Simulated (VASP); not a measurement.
Input of a VASP 6.6.1 run:

File INCAR:

```
SYSTEM = Mo
PREC = Accurate
ENCUT = 520
EDIFF = 1E-7
ISMEAR = 0
SIGMA = 0.1
LREAL = .False.
LASPH = .True.
NELM = 60
ALGO = Normal
ISIF = 2
LWAVE = .False.
LCHARG = .True.
GGA = PE
LELF = .True.
LVHAR = .True.
NBANDS = 21
```

Contents of KPOINTS:

```
regular mesh
0
Gamma
  16 16 16
  0 0 0
```

POSCAR

```
Mo
1.0
    3.2238142278      0.0000000000      0.0000000000
    0.0000000000      3.2238142278      0.0000000000
    0.0000000000      0.0000000000      3.2238142278
Mo
2
Direct
    0.0000000000      0.0000000000      0.0000000000
    0.5000000000      0.5000000000      0.5000000000
```

Potentials or basis: VASP PAW PBE potentials, release 64 (Mo_sv).

The run is started by

```console
$ cat potpaw_PBE.64/Mo_sv/POTCAR > POTCAR
$ mpirun -np 1 vasp_std > vasp.out
```

(1) Predict the band gap on the k mesh.

(2) What does it give for the pressure?

Answers

(1) zero (band 14 reaches 12.90 eV, above the bottom of band 15 at 10.94 eV).

(2) -13.2 GPa.

Caveat: the cell differs from its parent crystal (equal strain along all axes, cell held: +2.0 %).
